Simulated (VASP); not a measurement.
Pt:

```
Pt
1.0
     0.00000    1.83358    1.83358
     1.83358    0.00000    1.83358
     1.83358    1.83358    0.00000
Pt
1
Direct
  0.00000 0.00000 0.00000
```

Base run:

| Quantity | Value |
| --- | --- |
| Program | VASP 6.6.1 |
| Functional | PBEsol |
| Potentials or basis | VASP PAW PBE potentials, release 64 (Pt) |
| Cutoff | 520 eV |
| k mesh | 22 × 22 × 22 |
| Occupations | gaussian, width 0.15 eV |
| Spin | collinear spin |
| Starting moments | [0.3] μB |
| Fixed moment | 0.3 μB |

Its results: pressure 97.4 GPa; site moments Pt +0.29 μB.

**Question.** The run is repeated on the same cell with these changes: fixed moment from 0.3 μB to 0.1 μB; moments at the start from [0.3] to [0.1]. What comes out?

**Answer.** Pressure 96.7 GPa; site moments Pt +0.10 μB.

Caveats: the cell stands under pressure; the PAW data sets were made with another functional, which shifts forces and pressure a little; the total moment is fixed, so each spin has its own Fermi level.
